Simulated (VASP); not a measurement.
Here is a VASP 6.6.1 calculation.

Contents of INCAR:

```
SYSTEM = Rh
ALGO = Fast
EDIFF = 1E-6
ENCUT = 520
GGA = PE
ISIF = 2
ISMEAR = 0
LASPH = .True.
LCHARG = .False.
LREAL = .False.
LWAVE = .False.
NBANDS = 22
NELM = 80
PREC = Accurate
SIGMA = 0.15
```

File KPOINTS:

```
k-points
0
Gamma
  18 18 10
  0 0 0
```

File POSCAR:

```
Rh
1.0
    2.6704000000      0.0000000000      0.0000000000
   -1.3352000000      2.3126342383      0.0000000000
    0.0000000000      0.0000000000      4.4553000000
Rh
2
Direct
    0.6666666667      0.3333333333      0.7500000000
    0.3333333333      0.6666666667      0.2500000000
```

Potentials or basis: VASP PAW PBE potentials, release 64 (Rh_pv).

Run with:

```sh
$ cat potpaw_PBE.64/Rh_pv/POTCAR > POTCAR
$ mpirun -np 1 vasp_std > vasp.out
```

What does it give for the band gap on the k mesh?

Zero (band 15 reaches 12.71 eV, above the bottom of band 16 at 10.19 eV).

Estimate the pressure.

7.1 GPa.

Stress tensor (GPa, compression positive):
```
10.22  0.00  0.00
 0.00 10.22  0.00
 0.00  0.00  0.77
```
